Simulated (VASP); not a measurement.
Set up this calculation in VASP 6.6.1, as the native input.

```
Task                   : single point
Functional             : PBE
Potentials or basis    : VASP PAW PBE potentials, release 64 (Zn, S)
Cutoff                 : 520 eV
k mesh                 : 2 × 2 × 2
Occupations            : gaussian, width 0.02 eV
Spin                   : no spin polarisation
Dipole correction      : no
Further INCAR settings : LREAL = Auto; ALGO = Normal; EDIFF = 1e-06; NBANDS = 102
```

The structure of Zn10S9 (a cell with a defect) lies in POSCAR:

```
Zn10S9
1.0
    0.0000000000     -6.6618213955      0.0000000000
    5.7693065640     -3.3309106977      0.0000000000
    0.0000000000     -2.2206071318      9.4492875670
Zn S
10 9
Direct
    0.6707255257      0.6666551616      0.9922252798
    0.3335951917      0.3348003748      0.9933050437
    0.0017409744      0.9984889754      0.9933239870
    0.4445498876      0.6666693748      0.6655012831
    0.1111657626      0.3286017096      0.6648630339
    0.7731092177      0.0047371378      0.6648584833
    0.2081558956      0.6666688548      0.3449980728
    0.8838842913      0.3425690727      0.3397812774
    0.5597670291      0.9907778234      0.3397929185
   -0.0462994394      0.6666447618      0.1326684145
    0.5619343192      0.6666698948      0.2535441940
    0.2629071843      0.3180626614      0.2538692979
    0.9143008749      0.0152647461      0.2538771291
    0.1321759832      0.6666643482      0.5910742964
    0.8028449864      0.3358939204      0.5848195391
    0.4720606592     -0.0025509132      0.5848274762
    0.3713639844      0.6666513484      0.9112928291
    0.0301255761      0.3227091470      0.9105565831
    0.6861965607      1.0105881765      0.9105519267
```

These files were run (other wordings do the same):

INCAR

```
SYSTEM = Zn10S9
  PREC = Accurate
  ENCUT = 520
  EDIFF = 1E-6
  ISMEAR = 0
  SIGMA = 0.02
  LREAL = Auto
  LASPH = .TRUE.
  NELM = 60
  ALGO = Normal
  ISIF = 2
  LWAVE = .FALSE.
  LCHARG = .TRUE.
  GGA = PE
  LELF = .TRUE.
  LVHAR = .TRUE.
  NBANDS = 102
```

KPOINTS

```
Automatic mesh
0
G
  2 2 2
  0 0 0
```

Potentials or basis: VASP PAW PBE potentials, release 64 (Zn, S).

Run with:

```bash
$ cat potpaw_PBE.64/Zn/POTCAR potpaw_PBE.64/S/POTCAR > POTCAR
$ mpirun -np 1 vasp_std > vasp.out
```

It gave:

```json
{
  "Pressure": "4.0 GPa",
  "Largest force": "0.008 eV/Å",
  "Band gap on the k mesh": "0.86 eV"
}
```

Caveat: the k points lie up to 0.56 Å⁻¹ apart.

It took 10 min on 1 thread of Intel(R) Xeon(R) Platinum 8259CL CPU @ 2.50GHz (Skylake/Cascade Lake), with other jobs on the host, peak memory 0.52 GiB.
